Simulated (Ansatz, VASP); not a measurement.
Given: the input of a run of Ansatz 0.2.0 on Mg6ZrMn.

File input.yaml:

```yaml
crystal:
  lattice:
    - [4.929492, 0.0, 0.0]
    - [0.0, 3.1159255, 5.5931835]
    - [0.0, -3.1159255, 5.5931835]
  atoms:
    - { symbol: Zr, position: [0.5, 0.68641, 0.68641] }
    - { symbol: Mn, position: [0.0, 0.813066, 0.813066], spin: 4.0 }
    - { symbol: Mg, position: [0.5, 0.16559, 0.16559] }
    - { symbol: Mg, position: [0.5, 0.165095, 0.680713] }
    - { symbol: Mg, position: [0.5, 0.680713, 0.165095] }
    - { symbol: Mg, position: [0.0, 0.329017, 0.329017] }
    - { symbol: Mg, position: [0.0, 0.335911, 0.824197] }
    - { symbol: Mg, position: [0.0, 0.824197, 0.335911] }
hamiltonian:
  xc: pbe
  pseudopotentials: { kind: paw }
magnetization:
  spin_polarized: true
kpoints:
  mp_grid: { grid: [6, 5, 5] }
scf:
  occupations: { method: fermi_dirac, width: 0.05 }
output:
  forces: true
  stress: true
  eigenvalues: true
```

Potentials or basis: Ansatz PAW.

Launch:

```bash
$ ansatz run input.yaml --threads 4 --pin off --max-ram 10240MiB --backend cpu --events-out ev --progress --plain --runs-dir out
```

Set up the same calculation for VASP 6.6.1. Potentials there: VASP PAW PBE potentials, release 64 (Zr_sv, Mn_pv, Mg).

As run (the cutoff follows the program's own potentials):

Contents of INCAR:

```
ALGO = Normal
EDIFF = 1E-6
ENCUT = 520
GGA = PE
ISIF = 2
ISMEAR = -1
ISPIN = 2
LASPH = True
LCHARG = False
LMAXMIX = 4
LORBIT = 11
LREAL = False
LWAVE = False
MAGMOM = 0 4 0 0 0 0 0 0
NBANDS = 32
NELM = 150
PREC = Accurate
SIGMA = 0.05
```

The input KPOINTS:

```
k-points
0
Gamma
  6 5 5
```

Contents of POSCAR:

```
Mg6ZrMn
1.0
    4.9294920000      0.0000000000      0.0000000000
    0.0000000000      3.1159255000      5.5931835000
    0.0000000000     -3.1159255000      5.5931835000
Zr Mn Mg
1 1 6
Direct
    0.5000000000      0.6864100000      0.6864100000
    0.0000000000      0.8130660000      0.8130660000
    0.5000000000      0.1655900000      0.1655900000
    0.5000000000      0.1650950000      0.6807130000
    0.5000000000      0.6807130000      0.1650950000
    0.0000000000      0.3290170000      0.3290170000
    0.0000000000      0.3359110000      0.8241970000
    0.0000000000      0.8241970000      0.3359110000
```

Potentials or basis: VASP PAW PBE potentials, release 64 (Zr_sv, Mn_pv, Mg).

Launch:

```console
$ cat potpaw_PBE.64/Zr_sv/POTCAR potpaw_PBE.64/Mn_pv/POTCAR potpaw_PBE.64/Mg/POTCAR > POTCAR
$ mpirun -np 1 vasp_std > vasp.out
```

Both were run:

|  | VASP | Ansatz | Ansatz less VASP |
| --- | --- | --- | --- |
| gap on the k mesh at the Fermi level (eV) | none | none | - |
| pressure (GPa) | -0.3 | -0.2 | +0.09 |
| traceless stress, the component that is largest in VASP (GPa) | 0.09 | 0.10 | +0.007 |
| rms of the force components (eV/Å) | 0.020 | 0.021 | +0.0005 |
| net moment per atom (μB) | 0.35 | 0.35 | 0.000 |
| size of the moment on the site where the two differ most (μB) | 3.50 | 3.55 | +0.053 |

Site moments also hang on the region over which each program counts them. Atom by atom the forces differ by 0.002 eV/Å (rms over components). A gap of «none» marks a metal or a gap that the smearing closes. VASP's potentials hold 37 valence electrons a cell and Ansatz's 87, so a difference there can come from the potentials and not from the codes.
